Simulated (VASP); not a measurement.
# AlRu (rocksalt type) (Fm-3m) in VASP: further runs

The runs below take AlRu (rocksalt type) through single point, with PBEsol.

Everything below comes from runs of VASP 6.6.1. Logs are shortened: lines on timing, memory, paths and dates and some standing lists are left out, and cuts for length are marked.

## 1. The cell of the first run

It takes space group Fm-3m (No. 225, cubic). Conventional cell: a = 4.725 Å, b = 4.725 Å, c = 4.725 Å, α = 90.00°, β = 90.00°, γ = 90.00°. Within 3.1 Å of Ru (site symmetry m-3m) lie 6 Al at 2.36 Å. Al (site symmetry m-3m) has 6 Ru at 2.36 Å within 3.1 Å.

## 2. Single point, PBEsol (volume scaled by 0.88)

INCAR

```
SYSTEM = AlRu
ALGO     = Normal         ! electronic algorithm
EDIFF    = 1E-6           ! SCF threshold, eV
ENCUT    = 520            ! plane-wave cutoff, eV
GGA      = PS             ! functional
ISIF     = 2              ! what is computed and relaxed
ISMEAR   = -1             ! smearing method
LASPH    = .TRUE.         ! aspherical terms in the spheres
LCHARG   = .FALSE.        ! write CHGCAR
LREAL    = .FALSE.        ! projectors in reciprocal space
LWAVE    = .FALSE.        ! write WAVECAR
NBANDS   = 16             ! bands
NELM     = 100            ! most SCF steps
PREC     = Accurate       ! precision mode
SIGMA    = 0.05           ! smearing width, eV
```

KPOINTS

```
k-points
0
G
  14 14 14
  0 0 0
```

POSCAR

```
AlRu
1.0
    0.0000000000      2.3624116552      2.3624116552
    2.3624116552      0.0000000000      2.3624116552
    2.3624116552      2.3624116552      0.0000000000
Ru Al
1 1
Direct
    0.0000000000      0.0000000000      0.0000000000
    0.5000000000      0.5000000000      0.5000000000
```

Potentials or basis: VASP PAW PBE potentials, release 64 (Ru_pv, Al).

The run is started by

```
cat potpaw_PBE.64/Ru_pv/POTCAR potpaw_PBE.64/Al/POTCAR > POTCAR
mpirun -np 1 vasp_std > vasp.out
```

OUTCAR:

```text
SYSTEM = AlRu
   EDIFF = 1E-6
   ENCUT = 520
   GGA = PS
   ISIF = 2
   ISMEAR = -1
   LASPH = .TRUE.
   LREAL = .FALSE.
   NELM = 100
   PREC = Accurate

 ion  position               nearest neighbor table
   1  0.000  0.000  0.000-   2 2.36   2 2.36   2 2.36   2 2.36   2 2.36   2 2.36
   2  0.500  0.500  0.500-   1 2.36   1 2.36   1 2.36   1 2.36   1 2.36   1 2.36

  LATTYP: Found a face centered cubic cell.
 ALAT       =     4.7248233104

  Lattice vectors:

 A1 = (   0.0000000000,   2.3624116552,   2.3624116552)
 A2 = (   2.3624116552,   0.0000000000,   2.3624116552)
 A3 = (   2.3624116552,   2.3624116552,   0.0000000000)

Analysis of symmetry for initial positions (statically):
=====================================================================
 Subroutine PRICEL returns:
 Original cell was already a primitive cell.

 Routine SETGRP: Setting up the symmetry group for a
 face centered cubic supercell.

 Subroutine GETGRP returns: Found 48 space group operations
 (whereof 48 operations were pure point group operations)
 out of a pool of 48 trial point group operations.

The static configuration has the point symmetry O_h .

Analysis of symmetry for dynamics (positions and initial velocities):
=====================================================================
 Subroutine PRICEL returns:
 Original cell was already a primitive cell.

 Routine SETGRP: Setting up the symmetry group for a
 face centered cubic supercell.

 Subroutine GETGRP returns: Found 48 space group operations
 (whereof 48 operations were pure point group operations)
 out of a pool of 48 trial point group operations.

The dynamic configuration has the point symmetry O_h .

 Subroutine INISYM returns: Found 48 space group operations
 (whereof 48 operations are pure point group operations),
 and found     1 'primitive' translations

----------------------------------------------------------------------------------------

                                     Primitive cell

  volume of cell :      26.3692

  direct lattice vectors                    reciprocal lattice vectors
     0.000000000  2.362411655  2.362411655    -0.211648126  0.211648126  0.211648126
     2.362411655  0.000000000  2.362411655     0.211648126 -0.211648126  0.211648126
     2.362411655  2.362411655  0.000000000     0.211648126  0.211648126 -0.211648126

  length of vectors
     3.340954603  3.340954603  3.340954603     0.366585308  0.366585308  0.366585308

  position of ions in fractional coordinates (direct lattice)
     0.000000000  0.000000000  0.000000000
     0.500000000  0.500000000  0.500000000

  ion indices of the primitive-cell ions
   primitive index   ion index
                 1           1
                 2           2

----------------------------------------------------------------------------------------

 KPOINTS: k-points

Automatic generation of k-mesh.
 Grid dimensions read from file:
 generate k-points for:   14   14   14

 Generating k-lattice:

  Cartesian coordinates                     Fractional coordinates (reciprocal lattice)
    -0.015117723  0.015117723  0.015117723     0.071428571  0.000000000  0.000000000
     0.015117723 -0.015117723  0.015117723     0.000000000  0.071428571  0.000000000
     0.015117723  0.015117723 -0.015117723     0.000000000  0.000000000  0.071428571

  Length of vectors
     0.026184665  0.026184665  0.026184665

  Shift w.r.t. Gamma in fractional coordinates (k-lattice)
     0.000000000  0.000000000  0.000000000

 Subroutine IBZKPT returns following result:
 ===========================================

 Found    104 irreducible k-points:

 Following reciprocal coordinates:
            Coordinates               Weight
  0.000000  0.000000  0.000000      1.000000
  0.071429  0.000000  0.000000      8.000000
  0.142857  0.000000  0.000000      8.000000
  0.214286  0.000000  0.000000      8.000000
  0.285714  0.000000  0.000000      8.000000
  0.357143  0.000000  0.000000      8.000000
[... 16 lines left out ...]
  0.214286  0.142857  0.000000     24.000000
  0.285714  0.142857  0.000000     24.000000
 [... further k-points ...]
   k-points           NKPTS =    104   k-points in BZ     NKDIM =    104   number of bands    NBANDS=     16
   number of dos      NEDOS =    301   number of ions     NIONS =      2
   total plane-waves  NPLWV =  21952
   dimension x,y,z NGX =    28 NGY =   28 NGZ =   28
   dimension x,y,z NGXF=    56 NGYF=   56 NGZF=   56
   ions per type =               1   1
   NGX,Y,Z   is equivalent  to a cutoff of  13.93, 13.93, 13.93 a.u.
   NGXF,Y,Z  is equivalent  to a cutoff of  27.87, 27.87, 27.87 a.u.
 SYSTEM =  AlRu
   PREC   = accura    normal or accurate (medium, high low for compatibility)
   ISTART =      0    job   : 0-new  1-cont  2-samecut
   ICHARG =      2    charge: 1-file 2-atom 10-const
   ISPIN  =      1    spin polarized calculation?
   LNONCOLLINEAR =      F non collinear calculations
   LSORBIT =      F    spin-orbit coupling
   LASPH  =      T    aspherical Exc in radial PAW
   ENCUT  =  520.0 eV  38.22 Ry    6.18 a.u.   6.21  6.21  6.21*2*pi/ulx,y,z
   NELM   =    100;   NELMIN=  2; NELMDL= -5     # of ELM steps
   EDIFF  = 0.1E-05   stopping-criterion for ELM
   LREAL  =      F    real-space projection
   EDIFFG = 0.1E-04   stopping-criterion for IOM
   NSW    =      0    number of steps for IOM
   IBRION =     -1    ionic relax: 0-MD 1-quasi-New 2-CG
   NFREE  =      0    steps in history (QN), initial steepest desc. (CG)
   ISIF   =      2    stress and relaxation
   ISYM   =      2    0-nonsym 1-usesym 2-fastsym
   POTIM  = 0.5000    time-step for ionic-motion
   TEBEG  =    0.0;   TEEND  =   0.0 temperature during run
   PSTRESS=    0.0 pullay stress
   NELECT =      17.0000    total number of electrons
   NUPDOWN=      -1.0000    fix difference up-down
   EMIN   =  10.00;   EMAX   =-10.00  energy-range for DOS
   EFERMI =   0.00;   METHOD = LEGACY
   ISMEAR =    -1;   SIGMA  =   0.05  broadening in eV -4-tet -1-fermi 0-gaus
   EFERMI_NEDOS =   21; number of points for ismear=-14 and -15
   IALGO  =     38    algorithm
   IMIX   =      4    mixing-type and parameters
     AMIX     =   0.40;   BMIX     =  1.00
     AMIX_MAG =   1.60;   BMIX_MAG =  1.00
  volume/ion in A,a.u.               =      13.18        88.97
  Fermi-wavevector in a.u.,A,eV,Ry     =   1.414248  2.672541 27.212976  2.000097
  Thomas-Fermi vector in A             =   2.535810
   LORBIT       =      0    0 simple, 1 ext, 2 COOP (PROOUT), +10 PAW based schemes
   GGA     = PS    functional components
   LHFCALC =     F    Hartree Fock is set to
   AEXX    =    0.0000 exact exchange contribution
   IVDW    =     0    specifies the selected vdW correction
   LEPSILON=     F    determine dielectric tensor
   LRPA    =     F    only Hartree local field effects (RPA)
 non-spin polarized calculation
  energy-cutoff  :      520.00
  volume of cell :       26.37
 maximum number of plane-waves:       725
 NGX is ok and might be reduce to    28
   NGX = 13   NGY = 13   NGZ = 13

 number of electron      17.0000000 magnetization

 Free energy of the ion-electron system (eV)
  ---------------------------------------------------
  ext. energy  EPLUGINS =         0.00000000
  ---------------------------------------------------
  free energy    TOTEN  =       -13.55859685 eV

  energy without entropy =      -13.54308932  energy(sigma->0) =      -13.55084308

 E-fermi :  11.1466     XC(G=0): -12.6714

 val. band max:       11.1352358841   @ k =  -0.4286   0.4286   0.0000
 cond. band min:      11.1543983302   @ k =   0.5000   0.4286   0.0000
 fundamental gap:      0.0191624461
 Fermi energy:        11.1465839317

 k-point     1 :       0.0000    0.0000    0.0000
  band No.  band energies     occupation
      1     -30.7834      2.00000
      2     -30.7834      2.00000
      3     -30.7834      2.00000
      4       1.1512      2.00000
      5       8.5387      2.00000
      6       8.5387      2.00000
[... 8 lines left out ...]
     15      25.9776      0.00000
     16      25.9776      0.00000

 k-point     2 :       0.0714    0.0000    0.0000
  band No.  band energies     occupation
      1     -30.7902      2.00000
      2     -30.7845      2.00000
      3     -30.7845      2.00000
      4       1.2713      2.00000
      5       8.4556      2.00000
      6       8.5812      2.00000
[... 8 lines left out ...]
     15      25.6640      0.00000
     16      25.7754      0.00000

 k-point     3 :       0.1429    0.0000    0.0000
  band No.  band energies     occupation
      1     -30.8091      2.00000
      2     -30.7876      2.00000
      3     -30.7876      2.00000
      4       1.6251      2.00000
      5       8.2280      2.00000
      6       8.5680      2.00000
[... 8 lines left out ...]
     15      25.1214      0.00000
     16      25.1214      0.00000

 k-point     4 :       0.2143    0.0000    0.0000
  band No.  band energies     occupation
      1     -30.8363      2.00000
      2     -30.7920      2.00000
      3     -30.7920      2.00000
      4       2.1916      2.00000
      5       7.9047      2.00000
      6       8.3692      2.00000
[... 8 lines left out ...]
     15      24.1297      0.00000
     16      24.1297      0.00000
[... 324 lines left out ...]
 k-point    22 :       0.1429    0.1429    0.0000
  band No.  band energies     occupation
      1     -30.8092      2.00000
      2     -30.7929      2.00000
      3     -30.7929      2.00000
      4       1.7750      2.00000
      5       8.1248      2.00000
      6       8.4385      2.00000
[... 8 lines left out ...]
     15      24.7817      0.00000
     16      24.7817      0.00000

 k-point    23 :       0.2143    0.1429    0.0000
  band No.  band energies     occupation
      1     -30.8267      2.00000
      2     -30.7978      2.00000
      3     -30.7969      2.00000
      4       2.1824      2.00000
      5       7.9054      2.00000
      6       8.1507      2.00000
[... 8 lines left out ...]
     15      23.6907      0.00000
     16      24.5365      0.00000

 k-point    24 :       0.2857    0.1429    0.0000
  band No.  band energies     occupation
      1     -30.8508      2.00000
      2     -30.8029      2.00000
      3     -30.8019      2.00000
      4       2.7819      2.00000
      5       7.6096      2.00000
      6       7.8782      2.00000
[... 8 lines left out ...]
     15      23.6877      0.00000
     16      24.3037      0.00000

 [... further k-points ...]
[... 5 lines left out ...]
  --------------------------------------------------------------------------------------
  -------------------------------------------------------------------------------------
  Total        4.3533890      4.3533890      4.3533890     -0.0000000     -0.0000000      0.0000000
  in kB      264.5095337    264.5095337    264.5095337     -0.0000000     -0.0000000      0.0000000
  external PRESSURE =     264.5095337 kB  Pullay stress =       0.0000000 kB

 VOLUME and BASIS-vectors are now :
 -----------------------------------------------------------------------------
  energy-cutoff  :      520.00
  volume of cell :       26.37
      direct lattice vectors                 reciprocal lattice vectors
     0.000000000  2.362411655  2.362411655    -0.211648126  0.211648126  0.211648126
     2.362411655  0.000000000  2.362411655     0.211648126 -0.211648126  0.211648126
     2.362411655  2.362411655  0.000000000     0.211648126  0.211648126 -0.211648126

 POSITION                                       TOTAL-FORCE (eV/Angst)
 -----------------------------------------------------------------------------------
      0.00000      0.00000      0.00000         0.000000     -0.000000     -0.000000
      2.36241      2.36241      2.36241        -0.000000      0.000000      0.000000
 -----------------------------------------------------------------------------------
    total drift:                               -0.000000     -0.000000      0.000000

  FREE ENERGIE OF THE ION-ELECTRON SYSTEM (eV)
  ---------------------------------------------------
  free  energy   TOTEN  =       -13.5585968505 eV

  energy  without entropy=      -13.5430893168  energy(sigma->0) =      -13.55084308
```

Run time: 78 s. Hardware: 1 thread of Intel Xeon 8259CL, shared host; peak memory 0.19 GiB.

Results:

```
Free energy : -13.5586 eV
Pressure    : 26.5 GPa
```

Caveat: the PAW data sets were made with another functional, which shifts forces and pressure a little.

## 3. Single point, PBEsol (volume scaled by 0.94)

INCAR

```
SYSTEM = AlRu
PREC     = Accurate       ! precision mode
ENCUT    = 520            ! plane-wave cutoff, eV
EDIFF    = 1E-7           ! SCF threshold, eV
ISMEAR   = -1             ! smearing method
SIGMA    = 0.05           ! smearing width, eV
LREAL    = .False.        ! projectors in reciprocal space
LASPH    = .True.         ! aspherical terms in the spheres
NELM     = 100            ! most SCF steps
ALGO     = Normal         ! electronic algorithm
ISIF     = 2              ! what is computed and relaxed
LWAVE    = .False.        ! write WAVECAR
LCHARG   = .True.         ! write CHGCAR
GGA      = PS             ! functional
LELF     = .True.         ! ELF
LVHAR    = .True.       
NBANDS   = 16             ! bands
```

KPOINTS

```
regular mesh
0
Gamma
  14 14 14
  0 0 0
```

POSCAR

```
AlRu
1.0
    0.0000000000      2.4149267958      2.4149267958
    2.4149267958      0.0000000000      2.4149267958
    2.4149267958      2.4149267958      0.0000000000
Ru Al
1 1
Direct
    0.0000000000      0.0000000000      0.0000000000
    0.5000000000      0.5000000000      0.5000000000
```

Potentials or basis: VASP PAW PBE potentials, release 64 (Ru_pv, Al).

The run is started by

```
cat potpaw_PBE.64/Ru_pv/POTCAR potpaw_PBE.64/Al/POTCAR > POTCAR
mpirun -np 1 vasp_std > vasp.out
```

Wall time 86 s (1 thread of Intel Xeon 8259CL, shared host); peak memory 0.19 GiB.

The run converged. Its results:

| Property | Result |
| --- | --- |
| Free energy | -13.7663 eV |
| Pressure | 11.2 GPa |

Levels at points of the mesh, in eV from the Fermi level:
| k point | band 6 | band 7 | band 8 | band 9 | band 10 | band 11 | band 12 | band 13 |
| --- | --- | --- | --- | --- | --- | --- | --- | --- |
| (0.00, 0.00, 0.00) | -2.33 | -2.33 | -1.93 | -1.93 | 7.07 | 7.07 | 7.07 | 10.04 |
| (0.50, 0.00, 0.00) | -3.14 | -3.14 | -0.36 | -0.36 | 1.52 | 7.56 | 8.23 | 8.23 |
| (0.50, 0.50, 0.00) | -2.67 | -1.08 | 0.11 | 0.11 | 2.46 | 2.59 | 2.59 | 9.64 |

Caveat: the PAW data sets were made with another functional, which shifts forces and pressure a little.

## 4. Single point, PBEsol (volume scaled by 0.94)

INCAR

```
ALGO = Normal
EDIFF = 1E-6
ENCUT = 520
GGA = PS
ISIF = 2
ISMEAR = -1
LASPH = True
LCHARG = False
LREAL = False
LWAVE = False
NBANDS = 16
NELM = 100
PREC = Accurate
SIGMA = 0.05
```

KPOINTS

```
k-points
0
Gamma
  14 14 14
```

POSCAR is that of step 3.

The run is started by

```
cat potpaw_PBE.64/Ru_pv/POTCAR potpaw_PBE.64/Al/POTCAR > POTCAR
mpirun -np 1 vasp_std > vasp.out
```

Run time: 72 s. Hardware: 1 thread of Intel Xeon 8259CL, shared host; peak memory 0.19 GiB.

It converged, with:

- Free energy: -13.7663 eV
- Pressure: 11.2 GPa

Levels at points of the mesh, in eV from the Fermi level:
```csv
k point,band 5,band 6,band 7,band 8,band 9,band 10,band 11,band 12,band 13,band 14
"(0.00, 0.00, 0.00)",-2.33,-2.33,-2.33,-1.93,-1.93,7.07,7.07,7.07,10.04,12.53
"(0.50, 0.00, 0.00)",-4.64,-3.14,-3.14,-0.36,-0.36,1.52,7.56,8.23,8.23,11.64
"(0.50, 0.50, 0.00)",-3.99,-2.67,-1.08,0.11,0.11,2.46,2.59,2.59,9.64,10.86
```

Caveat: the PAW data sets were made with another functional, which shifts forces and pressure a little.
